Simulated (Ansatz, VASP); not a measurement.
# KCl in VASP and in Ansatz

Contents of INCAR:

```
SYSTEM = KCl
ALGO = Normal ; EDIFF = 1E-6
ENCUT = 520 ; GGA = PS
ISIF = 2 ; ISMEAR = 0
LASPH = .TRUE. ; LCHARG = .FALSE.
LREAL = .FALSE. ; LWAVE = .FALSE.
NBANDS = 15 ; NELM = 80
PREC = Accurate ; SIGMA = 0.05
```

KPOINTS

```
k-points
0
G
  6 6 6
  0 0 0
```

POSCAR

```
KCl
1.0
    3.9159799200      0.0000000000      0.0000000000
    0.0000000000      3.9159799200      0.0000000000
    0.0000000000      0.0000000000      3.8391960000
K Cl
1 1
Direct
    0.0000000000      0.0000000000      0.0000000000
    0.5000000000      0.5000000000      0.5000000000
```

Input for Ansatz:

```yaml
crystal:
  lattice:
    - [3.91597992, 0.0, 0.0]
    - [0.0, 3.91597992, 0.0]
    - [0.0, 0.0, 3.839196]
  atoms:
    - { symbol: K, position: [0.0, 0.0, 0.0] }
    - { symbol: Cl, position: [0.5, 0.5, 0.5] }
basis:
  ecutwfc: 420
kpoints:
  mp_grid: { grid: [6, 6, 6] }
hamiltonian:
  xc: pbesol
scf:
  occupations: { method: gaussian, width: 0.05 }
output:
  forces: true
  stress: true
  eigenvalues: true
```

Change from the starting cell: strain +0.0200 x Voigt [1, 1, 0, 0, 0, 0], atoms carried along.

Alike in both runs: task single point; functional PBEsol; k mesh 6 × 6 × 6; occupations gaussian, width 0.05 eV; no spin polarisation.

```csv
,VASP,Ansatz
version,VASP 6.6.1,Ansatz 0.2.0
potentials or method,"VASP PAW PBE potentials, release 64 (K_sv, Cl), cutoff 520 eV","scalar-relativistic, plane waves, PAW"
valence electrons in the cell,16,16
```

Ansatz gave:

```
gap on the k mesh at the Fermi level (eV)                     : 4.41
least direct gap on the mesh (eV)                             : 4.60
pressure (GPa)                                                : -2.0
traceless stress, the component that is largest in VASP (GPa) : 0.53
```

Problem. Which values does VASP return?

Solution. gap on the k mesh at the Fermi level (eV): 4.41; least direct gap on the mesh (eV): 4.60; pressure (GPa): -1.9; traceless stress, the component that is largest in VASP (GPa): 0.53.

VASP's potentials were made for PBE, not for PBEsol.
